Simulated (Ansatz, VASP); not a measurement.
Ni in VASP and in Ansatz

```
Ni
1.0
     0.00000    1.75969    1.75969
     1.75969    0.00000    1.75969
     1.75969    1.75969    0.00000
Ni
1
Direct
  0.00000 0.00000 0.00000
```

Alike in both runs: task single point; functional PBE; k mesh 5 × 5 × 5; occupations fermi-dirac, width 0.05 eV; collinear spin.

```csv
,VASP,Ansatz
version,VASP 6.6.1,Ansatz 0.2.0
potentials or method,"VASP PAW PBE potentials, release 64 (Ni), cutoff 520 eV","plane waves (420 eV) with PAW, scalar-relativistic"
valence electrons in the cell,10,18
```

Ansatz gave:

| Quantity | Value |
| --- | --- |
| pressure (GPa) | 3.8 |
| net moment per atom (μB) | 0.95 |
| size of the moment on the site where the two differ most (μB) | 0.97 |

Q: Estimate VASP's values.

A: Pressure (GPa): 3.8; net moment per atom (μB): 0.94; size of the moment on the site where the two differ most (μB): 0.94.

Site moments also hang on the region over which each program counts them. The functional is the same, so the differences come from potentials, cutoffs and numerics. VASP's potentials hold 10 valence electrons a cell and Ansatz's 18, so a difference there can come from the potentials and not from the codes.

The k mesh is coarse, so the values compare programs but aren't converged.
